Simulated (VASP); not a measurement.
Input of a VASP 6.6.1 run:

Contents of INCAR:

```
PREC = Accurate ; ENCUT = 520
EDIFF = 1E-7 ; ISMEAR = 1
SIGMA = 0.03 ; LREAL = F
LASPH = T ; NELM = 80
ALGO = Normal ; ISIF = 2
LWAVE = F ; LCHARG = F
GGA = PE ; NBANDS = 35
```

KPOINTS

```
Automatic mesh
0
Gamma
  5 3 3
```

The input POSCAR:

```
SrIrBr
1.0
    4.0009370000     -0.2855840000      0.6087280000
    0.5008050000      5.6584880000     -0.7354730000
   -0.3812260000     -0.3811180000      6.8694950000
Sr Ir Br
2 2 2
Direct
    0.7326730000      0.6293310000      0.3609530000
    0.2722760000      0.1731170000      0.1108200000
    0.6996960000      0.7114970000      0.9232440000
    0.1800400000      0.9042460000      0.6759980000
    0.6244120000      0.1586490000      0.4910880000
    0.0845110000      0.3748830000      0.6795780000
```

Potentials or basis: VASP PAW PBE potentials, release 64 (Sr_sv, Ir, Br).

Launch:

```console
$ cat potpaw_PBE.64/Sr_sv/POTCAR potpaw_PBE.64/Ir/POTCAR potpaw_PBE.64/Br/POTCAR > POTCAR
$ mpirun -np 1 vasp_std > vasp.out
```

(1) What does it give for the largest force?

(2) Predict the band gap on the k mesh.

Answers

(1) 4.469 eV/Å.

(2) zero (band 26 reaches 4.14 eV, above the bottom of band 27 at 3.96 eV).

Caveat: the k points lie up to 0.37 Å⁻¹ apart; spin-orbit coupling is left out, which moves the levels of the heavy elements.
